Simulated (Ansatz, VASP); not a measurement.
## W in VASP and in Ansatz

```
W
1.0
     2.77746    0.00000    0.00000
    -1.38873    2.40535    0.00000
     0.00000    0.00000    4.94823
W
2
Direct
  0.33333 0.66667 0.25000
  0.66667 0.33333 0.75000
```

Alike in both runs: functional PBE; k mesh 13 × 13 × 7; occupations fermi-dirac, width 0.1 eV; no spin polarisation.

Ansatz relaxed the structure, and its values are those at the end. VASP's run is a single point on that final structure, the one shown.

|  | VASP | Ansatz |
| --- | --- | --- |
| version | VASP 6.6.1 | Ansatz 0.2.0 |
| potentials or method | VASP PAW PBE potentials, release 64 (W_sv), cutoff 520 eV | plane waves (420 eV) with PAW, scalar-relativistic |
| valence electrons in the cell | 28 | 28 |

```csv
,VASP,Ansatz,Ansatz less VASP
pressure (GPa),0.5,0.0,-0.48
```

With one functional, cell and mesh, what is left measures potentials, basis and numerics.

Neither program's run includes spin-orbit coupling.
